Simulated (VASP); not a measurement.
Si2W:

```xyz
3
Lattice="-1.6069 1.6069 3.9150 1.6069 -1.6069 3.9150 1.6069 1.6069 -3.9150" Properties=species:S:1:pos:R:3 pbc="T T T"
Si    0.0000    0.0000    2.6207
Si    0.0000    0.0000    5.2092
W     0.0000    0.0000    0.0000
```

- Program: VASP 6.6.1
- Task: relaxation of cell and atoms
- Functional: PBE
- Potentials or basis: VASP PAW PBE potentials, release 64 (Si, W_sv)
- Cutoff: 600 eV
- k mesh: 18 × 18 × 18
- Occupations: gaussian, width 0.1 eV
- Spin: no spin polarisation

At the start: pressure 3.4 GPa; volume 13.48 Å³/atom.

Task: Where does the relaxation end?

Result: Over 13 steps the energy falls by 2.1 meV/atom and the volume is 13.68 Å³/atom (+1.5 %); space group I4/mmm (No. 139, to 0.05 Å).

Step by step:
| step | energy change (eV) | largest force (eV/Å) | pressure (GPa) | volume (Å³) |
| --- | --- | --- | --- | --- |
| 1 | 0.0000 | 0.0628 | 3.38 | 40.44 |
| 2 | 0.0133 | 0.1030 | -5.50 | 42.12 |
| 3 | -0.0063 | 0.0003 | -0.01 | 41.04 |
| 4 | -0.0063 | 0.0009 | 0.05 | 41.02 |
| 5 | -0.0063 | 0.0008 | 0.06 | 41.03 |
| 6 | -0.0063 | 0.0009 | 0.05 | 41.03 |
| 7 | -0.0063 | 0.0007 | 0.05 | 41.03 |
| 8 | -0.0063 | 0.0010 | 0.06 | 41.03 |
| 9 | -0.0063 | 0.0008 | 0.06 | 41.03 |
| 10 | -0.0063 | 0.0010 | 0.06 | 41.03 |
| 11 | -0.0063 | 0.0009 | 0.06 | 41.03 |
| 12 | -0.0063 | 0.0011 | -0.07 | 41.05 |
| 13 | -0.0063 | 0.0001 | -0.01 | 41.04 |

Final structure:
```
Si W
1.0
    -1.61493    1.61493    3.93378
     1.61493   -1.61493    3.93378
     1.61493    1.61493   -3.93378
Si W
2 1
Direct
  0.33456 0.33456 0.00000
  0.66544 0.66544 0.00000
  0.00000 0.00000 0.00000
```
